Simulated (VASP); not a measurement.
# TiTe2: single point with PBE+U

TiTe2:

```
CELL_PARAMETERS angstrom
4.09333 0.00000 0.00000
-2.04667 3.54493 0.00000
0.00000 0.00000 7.56270
ATOMIC_POSITIONS crystal
Te 0.33333 0.66667 0.78155
Te 0.66667 0.33333 0.21845
Ti 0.00000 0.00000 0.00000
```

- Program: VASP 6.6.1
- Task: single point
- Functional: PBE
- Potentials or basis: VASP PAW PBE potentials, release 64 (Te, Ti_sv)
- Cutoff: 520 eV
- k mesh: 8 × 8 × 4
- Occupations: fermi-dirac, width 0.05 eV
- Spin: no spin polarisation
- Hubbard terms: Ti d U = 8.0 eV

| Item | Value |
| --- | --- |
| Pressure | -1.8 GPa |
| Largest force | 0.109 eV/Å |
| Band gap on the k mesh | 0.63 eV, indirect (least direct gap 0.93 eV) |

Forces in eV/Å, atoms in the order of the input:
```
Te   0.000  0.000  0.109
Te   0.000  0.000 -0.109
Ti   0.000  0.000  0.000
```

Stress tensor (GPa, compression positive):
```
-2.38  0.00  0.00
 0.00 -2.38  0.00
 0.00  0.00 -0.60
```

Levels at points of the mesh, in eV from the valence-band top:
| k point | band 9 | band 10 | band 11 | band 12 | band 13 | band 14 | band 15 | band 16 |
| --- | --- | --- | --- | --- | --- | --- | --- | --- |
| (0.00, 0.00, 0.00) | -2.29 | -0.51 | 0.00 | 0.00 | 0.93 | 0.93 | 1.48 | 2.46 |
| (0.50, 0.00, 0.00) | -2.25 | -2.18 | -2.05 | -1.60 | 0.63 | 1.45 | 1.56 | 2.34 |
| (0.00, 0.00, 0.50) | -2.28 | -1.58 | -0.03 | -0.03 | 0.93 | 0.93 | 1.63 | 2.51 |
| (0.50, 0.00, 0.50) | -2.28 | -2.20 | -1.63 | -1.54 | 0.63 | 1.40 | 1.69 | 2.38 |

Eigenvalues of the final occupation matrices:
| site | spin | trace | eigenvalues |
| --- | --- | --- | --- |
| site 3 d | 1 | 0.75 | 0.03 0.04 0.04 0.32 0.32 |
| site 3 d | 2 | 0.75 | 0.03 0.04 0.04 0.32 0.32 |

Wall time 42 s on 1 thread of Intel(R) Xeon(R) 6975P-C (Granite Rapids), with other jobs on the host, peak memory 0.25 GiB.

Caveat: spin-orbit coupling is left out, which moves the levels of the heavy elements; this functional lacks dispersion, which binds the layers, so the pressure and a relaxed spacing across them are unreliable; the U is typed as a test and isn't derived for this compound. A k mesh can miss the band edges.
